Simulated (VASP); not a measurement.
# Al3Cl in VASP: further runs, part 2 of 2

VASP 6.6.1.

## 4. Single point, PBE

Contents of INCAR:

```
PREC = Accurate ; ENCUT = 520
EDIFF = 1E-6 ; ISMEAR = 0
SIGMA = 0.1 ; LREAL = False
LASPH = True ; NELM = 60
ALGO = Normal ; ISIF = 2
LWAVE = False ; LCHARG = True
LDIPOL = True ; IDIPOL = 3
DIPOL = 0.5 0.5 0.365 ; GGA = PE
LELF = True ; LVHAR = True
LVACPOTAV = True ; NBANDS = 16
```

Contents of KPOINTS:

```
Automatic mesh
0
Gamma
  9 9 1
```

Contents of POSCAR:

```
Al3Cl
1.0
    2.8567582918      0.0000000000      0.0000000000
   -1.4283791459      2.4740252532      0.0000000000
    0.0000000000      0.0000000000     20.1013782055
Al Cl
3 1
Direct
    0.6666666667      0.3333333333      0.1989913308
    0.3333333333      0.6666666667      0.3134471548
    0.0000000000      0.0000000000      0.4278999240
    0.1666666667      0.6666666667      0.5188910850
```

Potentials or basis: VASP PAW PBE potentials, release 64 (Al, Cl).

On the command line:

```
$ cat potpaw_PBE.64/Al/POTCAR potpaw_PBE.64/Cl/POTCAR > POTCAR
$ mpirun -np 1 vasp_std > vasp.out
```

OUTCAR:

```text
PREC = Accurate
   ENCUT = 520
   EDIFF = 1E-6
   ISMEAR = 0
   LREAL = False
   LASPH = True
   NELM = 60
   ISIF = 2
   GGA = PE

 ion  position               nearest neighbor table
   1  0.667  0.333  0.199-   2 2.83   2 2.83   2 2.83
   2  0.333  0.667  0.313-   3 2.83   3 2.83   3 2.83   1 2.83   1 2.83   1 2.83
   3  0.000  0.000  0.428-   4 2.22   4 2.51   4 2.77   2 2.83   2 2.83   2 2.83
   4  0.167  0.667  0.519-   3 2.22   3 2.51   3 2.77

  LATTYP: Found a hexagonal cell.
 ALAT       =     2.8567582918
 C/A-ratio  =     7.0364294603

  Lattice vectors:

 A1 = (   2.8567582918,   0.0000000000,   0.0000000000)
 A2 = (  -1.4283791459,   2.4740252532,   0.0000000000)
 A3 = (   0.0000000000,   0.0000000000,  20.1013782055)

Analysis of symmetry for initial positions (statically):
=====================================================================
 Subroutine PRICEL returns:
 Original cell was already a primitive cell.

 Routine SETGRP: Setting up the symmetry group for a
 hexagonal supercell.

 Subroutine GETGRP returns: Found  1 space group operations
 (whereof  1 operations were pure point group operations)
 out of a pool of 24 trial point group operations.

The static configuration has the point symmetry C_1 .

Analysis of symmetry for dynamics (positions and initial velocities):
=====================================================================
 Subroutine PRICEL returns:
 Original cell was already a primitive cell.

 Routine SETGRP: Setting up the symmetry group for a
 hexagonal supercell.

 Subroutine GETGRP returns: Found  1 space group operations
 (whereof  1 operations were pure point group operations)
 out of a pool of 24 trial point group operations.

The dynamic configuration has the point symmetry C_1 .

 Subroutine INISYM returns: Found  1 space group operations
 (whereof  1 operations are pure point group operations),
 and found     1 'primitive' translations

----------------------------------------------------------------------------------------

                                     Primitive cell

  volume of cell :     142.0704

  direct lattice vectors                    reciprocal lattice vectors
     2.856758292  0.000000000  0.000000000     0.350047116  0.202099796  0.000000000
    -1.428379146  2.474025253  0.000000000     0.000000000  0.404199593  0.000000000
     0.000000000  0.000000000 20.101378206     0.000000000  0.000000000  0.049747833

  length of vectors
     2.856758292  2.856758292 20.101378206     0.404199593  0.404199593  0.049747833

  position of ions in fractional coordinates (direct lattice)
     0.666666667  0.333333333  0.198991331
     0.333333333  0.666666667  0.313447155
     0.000000000  0.000000000  0.427899924
     0.166666667  0.666666667  0.518891085

  ion indices of the primitive-cell ions
   primitive index   ion index
                 1           1
                 2           2
                 3           3
                 4           4

----------------------------------------------------------------------------------------

 KPOINTS: Automatic mesh

Automatic generation of k-mesh.
 Grid dimensions read from file:
 generate k-points for:    9    9    1

 Generating k-lattice:

  Cartesian coordinates                     Fractional coordinates (reciprocal lattice)
     0.038894124  0.022455533  0.000000000     0.111111111  0.000000000  0.000000000
     0.000000000  0.044911066  0.000000000     0.000000000  0.111111111  0.000000000
     0.000000000  0.000000000  0.049747833     0.000000000  0.000000000  1.000000000

  Length of vectors
     0.044911066  0.044911066  0.049747833

  Shift w.r.t. Gamma in fractional coordinates (k-lattice)
     0.000000000  0.000000000  0.000000000

 Subroutine IBZKPT returns following result:
 ===========================================

 Found     41 irreducible k-points:

 Following reciprocal coordinates:
            Coordinates               Weight
  0.000000  0.000000  0.000000      1.000000
  0.111111  0.000000  0.000000      2.000000
  0.000000  0.111111  0.000000      2.000000
 -0.111111  0.111111  0.000000      2.000000
  0.222222  0.000000  0.000000      2.000000
  0.000000  0.222222  0.000000      2.000000
[... 16 lines left out ...]
  0.333333  0.111111  0.000000      2.000000
 -0.111111  0.444444  0.000000      2.000000
 [... further k-points ...]
   k-points           NKPTS =     41   k-points in BZ     NKDIM =     41   number of bands    NBANDS=     16
   number of dos      NEDOS =    301   number of ions     NIONS =      4
   total plane-waves  NPLWV =  86400
   dimension x,y,z NGX =    24 NGY =   24 NGZ =  150
   dimension x,y,z NGXF=    48 NGYF=   48 NGZF=  300
   ions per type =               3   1
   NGX,Y,Z   is equivalent  to a cutoff of  13.97, 13.97, 12.41 a.u.
   NGXF,Y,Z  is equivalent  to a cutoff of  27.93, 27.93, 24.81 a.u.
 SYSTEM =  unknown system
   PREC   = accura    normal or accurate (medium, high low for compatibility)
   ISTART =      0    job   : 0-new  1-cont  2-samecut
   ICHARG =      2    charge: 1-file 2-atom 10-const
   ISPIN  =      1    spin polarized calculation?
   LNONCOLLINEAR =      F non collinear calculations
   LSORBIT =      F    spin-orbit coupling
   LASPH  =      T    aspherical Exc in radial PAW
   ENCUT  =  520.0 eV  38.22 Ry    6.18 a.u.   5.31  5.31 37.38*2*pi/ulx,y,z
   NELM   =     60;   NELMIN=  2; NELMDL= -5     # of ELM steps
   EDIFF  = 0.1E-05   stopping-criterion for ELM
   LREAL  =      F    real-space projection
   EDIFFG = 0.1E-04   stopping-criterion for IOM
   NSW    =      0    number of steps for IOM
   IBRION =     -1    ionic relax: 0-MD 1-quasi-New 2-CG
   NFREE  =      0    steps in history (QN), initial steepest desc. (CG)
   ISIF   =      2    stress and relaxation
   ISYM   =      2    0-nonsym 1-usesym 2-fastsym
   POTIM  = 0.5000    time-step for ionic-motion
   TEBEG  =    0.0;   TEEND  =   0.0 temperature during run
   PSTRESS=    0.0 pullay stress
   NELECT =      16.0000    total number of electrons
   NUPDOWN=      -1.0000    fix difference up-down
   EMIN   =  10.00;   EMAX   =-10.00  energy-range for DOS
   EFERMI =   0.00;   METHOD = LEGACY
   ISMEAR =     0;   SIGMA  =   0.10  broadening in eV -4-tet -1-fermi 0-gaus
   EFERMI_NEDOS =   21; number of points for ismear=-14 and -15
   IALGO  =     38    algorithm
   IMIX   =      4    mixing-type and parameters
     AMIX     =   0.40;   BMIX     =  1.00
     AMIX_MAG =   1.60;   BMIX_MAG =  1.00
  volume/ion in A,a.u.               =      35.52       239.68
  Fermi-wavevector in a.u.,A,eV,Ry     =   0.790582  1.493984  8.503915  0.625020
  Thomas-Fermi vector in A             =   1.895952
   LORBIT       =      0    0 simple, 1 ext, 2 COOP (PROOUT), +10 PAW based schemes
   GGA     = PE    functional components
   LHFCALC =     F    Hartree Fock is set to
   AEXX    =    0.0000 exact exchange contribution
   IVDW    =     0    specifies the selected vdW correction
   LEPSILON=     F    determine dielectric tensor
   LRPA    =     F    only Hartree local field effects (RPA)
 non-spin polarized calculation
 Gauss-broadening in eV      SIGMA  =   0.10
  energy-cutoff  :      520.00
  volume of cell :      142.07
 maximum number of plane-waves:      3849
 NGX is ok and might be reduce to    24
   NGX = 11   NGY = 11   NGZ = 75

 dipolmoment           0.000000      0.000000     -0.110147 electrons x Angstroem

 number of electron      15.9999999 magnetization

 dipolmoment           0.000000      0.000000      0.026434 electrons x Angstroem

 Free energy of the ion-electron system (eV)
  ---------------------------------------------------
  ext. energy  EPLUGINS =         0.00000000
  ---------------------------------------------------
  free energy    TOTEN  =       -12.93968031 eV

  energy without entropy =      -12.93332030  energy(sigma->0) =      -12.93650030

 E-fermi :   1.1680     XC(G=0):  -5.3943

 val. band max:        1.0445734295   @ k =   0.3333   0.2222   0.0000
 cond. band min:       1.2120374086   @ k =   0.2222   0.0000   0.0000
 fundamental gap:      0.1674639791
 Fermi energy:         1.1679866188

 k-point     1 :       0.0000    0.0000    0.0000
  band No.  band energies     occupation
      1     -16.8287      2.00000
      2      -9.5275      2.00000
      3      -8.0408      2.00000
      4      -5.9205      2.00000
      5      -3.2589      2.00000
      6       0.1210      2.00000
[... 433 lines left out ...]
      3      -5.5389      2.00000
      4      -4.6598      2.00000
      5      -2.9554      2.00000
      6      -1.7672      2.00000
[... 8 lines left out ...]
     15       7.4279      0.00000
     16       8.0861      0.00000

 [... further k-points ...]
[... 5 lines left out ...]
  --------------------------------------------------------------------------------------
  -------------------------------------------------------------------------------------
  Total        5.0219111      4.9677452      0.4354554     -0.2228907     -0.2928214      0.1358840
  in kB       56.6338572     56.0230090      4.9107834     -2.5136163     -3.3022494      1.5324119
  external PRESSURE =      39.1892165 kB  Pullay stress =       0.0000000 kB

 VOLUME and BASIS-vectors are now :
 -----------------------------------------------------------------------------
  energy-cutoff  :      520.00
  volume of cell :      142.07
      direct lattice vectors                 reciprocal lattice vectors
     2.856758292  0.000000000  0.000000000     0.350047116  0.202099796  0.000000000
    -1.428379146  2.474025253  0.000000000     0.000000000  0.404199593  0.000000000
     0.000000000  0.000000000 20.101378206     0.000000000  0.000000000  0.049747833

 POSITION                                       TOTAL-FORCE (eV/Angst)
 -----------------------------------------------------------------------------------
      1.42838      0.82468      4.00000        -0.000837     -0.012854     -0.171666
     -0.00000      1.64935      6.30072         0.065694      0.004608      0.139489
      0.00000      0.00000      8.60138        -0.219586      0.194751      0.042912
     -0.47613      1.64935     10.43043         0.154728     -0.186505     -0.010735
 -----------------------------------------------------------------------------------
    total drift:                               -0.000009      0.000004     -0.000160

  FREE ENERGIE OF THE ION-ELECTRON SYSTEM (eV)
  ---------------------------------------------------
  free  energy   TOTEN  =       -12.9396803082 eV

  energy  without entropy=      -12.9333203005  energy(sigma->0) =      -12.93650030

 vacuum level on the upper side and lower side of the slab         5.989         5.312
```

stdout:

```text
POSCAR found type information on POSCAR AlCl
 POSCAR found :  2 types and       4 ions
 scaLAPACK will be used
 LDA part: xc-table for (Slater+PW92), standard interpolation
 POSCAR, INCAR and KPOINTS ok, starting setup
 FFT: planning ... GRIDC
 FFT: planning ... GRID_SOFT
 FFT: planning ... GRID
 WAVECAR not read
 entering main loop
 -----------------------------------------------------------------------------
|                                                                             |
|           W    W    AA    RRRRR   N    N  II  N    N   GGGG   !!!           |
|           W    W   A  A   R    R  NN   N  II  NN   N  G    G  !!!           |
|           W    W  A    A  R    R  N N  N  II  N N  N  G       !!!           |
|           W WW W  AAAAAA  RRRRR   N  N N  II  N  N N  G  GGG   !            |
|           WW  WW  A    A  R   R   N   NN  II  N   NN  G    G                |
|           W    W  A    A  R    R  N    N  II  N    N   GGGG   !!!           |
|                                                                             |
|     Did not find any points to average over, which means that no vacuum     |
|     field-free region was found. Please increase the size of  your cell     |
|     in the dimension of the dipole correction to obtain accurate            |
|     workfunction values.                                                    |
|                                                                             |
 -----------------------------------------------------------------------------
```

Run time: 60 s. Hardware: 1 thread of Intel Xeon 6975P-C (Granite Rapids), shared host; peak memory 0.3 GiB.

Results:

| Quantity | Value |
| --- | --- |
| Free energy | -12.9397 eV |
| Largest force | 0.297 eV/Å |
| Band gap on the k mesh | zero (band 8 reaches 1.87 eV, above the bottom of band 9 at 0.35 eV) |

Forces in eV/Å, atoms in the order of the input:
```
Al  -0.001 -0.013 -0.172
Al   0.066  0.005  0.139
Al  -0.220  0.195  0.043
Cl   0.155 -0.187 -0.011
```

Levels at points of the mesh, in eV from the Fermi level:
| k point | band 4 | band 5 | band 6 | band 7 | band 8 | band 9 | band 10 | band 11 | band 12 | band 13 |
| --- | --- | --- | --- | --- | --- | --- | --- | --- | --- | --- |
| (0.00, 0.00, 0.00) | -7.09 | -4.43 | -1.05 | -0.81 | -0.54 | 2.48 | 4.17 | 4.45 | 6.07 | 6.74 |

## 5. Single point, PBE

Contents of INCAR:

```
SYSTEM = Al3Cl
PREC = Accurate
ENCUT = 520
EDIFF = 1E-7
ISMEAR = 0
SIGMA = 0.1
LREAL = .FALSE.
LASPH = .TRUE.
NELM = 100
ALGO = Normal
ISIF = 2
LWAVE = .FALSE.
LCHARG = .FALSE.
LDIPOL = .TRUE.
IDIPOL = 3
DIPOL = 0.5 0.5 0.365
GGA = PE
NBANDS = 16
```

Contents of KPOINTS:

```
Automatic mesh
0
G
  9 9 1
  0 0 0
```

POSCAR: that of step 4 with these lines changed.

```diff
@@ -11,2 +11,2 @@
     0.0000000000      0.0000000000      0.4278999240
-    0.1666666667      0.6666666667      0.5188910850
+    0.5000000000      0.3333333333      0.5187500105
```

On the command line:

```
$ cat potpaw_PBE.64/Al/POTCAR potpaw_PBE.64/Cl/POTCAR > POTCAR
$ mpirun -np 1 vasp_std > vasp.out
```

It took 72 s on 1 thread of Intel Xeon 6975P-C (Granite Rapids), shared host; peak memory 0.3 GiB.

It converged, with:

```
Free energy            : -12.9831 eV
Largest force          : 0.323 eV/Å
Band gap on the k mesh : zero (band 8 reaches 1.89 eV, above the bottom of band 9 at 0.38 eV)
```

Forces on the atoms (eV/Å):
```
Al   0.034  0.005 -0.190
Al  -0.039  0.016  0.274
Al  -0.243 -0.198 -0.077
Cl   0.248  0.176 -0.007
```

Levels at points of the mesh, in eV from the Fermi level:
```tsv
k point	band 4	band 5	band 6	band 7	band 8	band 9	band 10	band 11	band 12	band 13
(0.00, 0.00, 0.00)	-7.14	-4.46	-1.13	-0.88	-0.67	2.47	4.15	4.36	6.02	6.69
```
